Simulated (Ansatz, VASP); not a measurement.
## One calculation of Ni, two programs

Contents of INCAR:

```
SYSTEM = Ni
  PREC = Accurate
  ENCUT = 520
  EDIFF = 1E-8
  ISMEAR = -1
  SIGMA = 0.05
  LREAL = .FALSE.
  LASPH = .TRUE.
  NELM = 150
  ALGO = Normal
  ISIF = 2
  LWAVE = .FALSE.
  LCHARG = .FALSE.
  ISPIN = 2
  MAGMOM = 1.5
  LORBIT = 11
  LMAXMIX = 4
  GGA = PE
  LEFG = .TRUE.
  NBANDS = 15
```

File KPOINTS:

```
regular mesh
0
G
  20 20 20
  0 0 0
```

The input POSCAR:

```
Ni
1.0
    0.0000000000      1.7679500000      1.7502705000
    1.7679500000      0.0000000000      1.7502705000
    1.7679500000      1.7679500000      0.0000000000
Ni
1
Direct
    0.0000000000      0.0000000000      0.0000000000
```

Input for Ansatz:

```yaml
crystal:
  lattice:
    - [0.0, 1.76795, 1.7502705]
    - [1.76795, 0.0, 1.7502705]
    - [1.76795, 1.76795, 0.0]
  atoms:
    - { symbol: Ni, position: [0.0, 0.0, 0.0], spin: 1.5 }
magnetization:
  spin_polarized: true
kpoints:
  mp_grid: { grid: [20, 20, 20] }
scf:
  occupations: { method: fermi_dirac, width: 0.05 }
hamiltonian:
  xc: pbe
  pseudopotentials: { kind: all_electron, datasets: crystal }
output:
  forces: true
  stress: true
  eigenvalues: true
  efg: { contact_densities: true }
```

Change from the starting cell: zz strain of -1 %, crystal datasets.

Alike in both runs: task electric field gradients; functional PBE; k mesh 20 × 20 × 20; occupations fermi-dirac, width 0.05 eV; collinear spin.

|  | VASP | Ansatz |
| --- | --- | --- |
| version | VASP 6.6.1 | Ansatz 0.2.0 |
| potentials or method | VASP PAW PBE potentials, release 64 (Ni), cutoff 520 eV | all-electron PAW with datasets made for the crystal, scalar-relativistic |

Ansatz gave:

| Item | Value |
| --- | --- |
| pressure (GPa) | -0.9 |
| traceless stress, the component that is largest in VASP (GPa) | 0.77 |
| net moment per atom (μB) | 0.64 |
| size of the moment on the site where the two differ most (μB) | 0.68 |
| size of Vzz on the site where it differs most (V/Å²) | 0.7 |

**Question.** What did VASP give for the same quantities?

**Answer.** Pressure (GPa): -0.9; traceless stress, the component that is largest in VASP (GPa): 0.75; net moment per atom (μB): 0.63; size of the moment on the site where the two differ most (μB): 0.64; size of Vzz on the site where it differs most (V/Å²): 0.8.

Site moments also hang on the region over which each program counts them. Ansatz ran all-electron here, and VASP with PAW potentials. Ansatz's warnings: printed levels off.
